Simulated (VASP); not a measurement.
Write the native input for VASP 6.6.1 that does the following.

```
Task                   : single point
Functional             : LDA
Potentials or basis    : VASP PAW LDA potentials, release 64 (Cu)
Cutoff                 : 520 eV
k mesh                 : 9 × 9 × 16
Occupations            : gaussian, width 0.1 eV
Spin                   : no spin polarisation
Dipole correction      : no
Further INCAR settings : ALGO = Fast; EDIFF = 1e-06; NBANDS = 24
```

The structure of Cu lies in POSCAR:

```
Cu
1.0
    4.1210459609      0.0000000000      0.0000000000
   -2.0605229805      3.5689304923      0.0000000000
   -1.3736819870      0.0000000000      2.1428887679
Cu
3
Direct
    0.3333333333      0.6666666667      0.0000000000
    0.0000000000      0.0000000000      0.0000000000
    0.6666666667      0.3333333333      0.0000000000
```

The input as run:

INCAR

```
ALGO = Fast
EDIFF = 1E-6
ENCUT = 520
ISIF = 2
ISMEAR = 0
LASPH = T
LCHARG = F
LREAL = F
LWAVE = F
NBANDS = 24
NELM = 100
PREC = Accurate
SIGMA = 0.1
```

KPOINTS

```
k-points
0
Gamma
  9 9 16
```

Potentials or basis: VASP PAW LDA potentials, release 64 (Cu).

Run with:

```console
$ cat potpaw_LDA.64/Cu/POTCAR > POTCAR
$ mpirun -np 1 vasp_std > vasp.out
```

Results of the run:

```json
{"Pressure": "10.6 GPa", "Band gap on the k mesh": "zero (an odd number of electrons rules out a gap without spin polarisation)"}
```

Caveat: the cell stands under pressure.

Run time: 96 s on 1 thread of Intel(R) Xeon(R) 6975P-C (Granite Rapids), with other jobs on the host, peak memory 0.3 GiB.
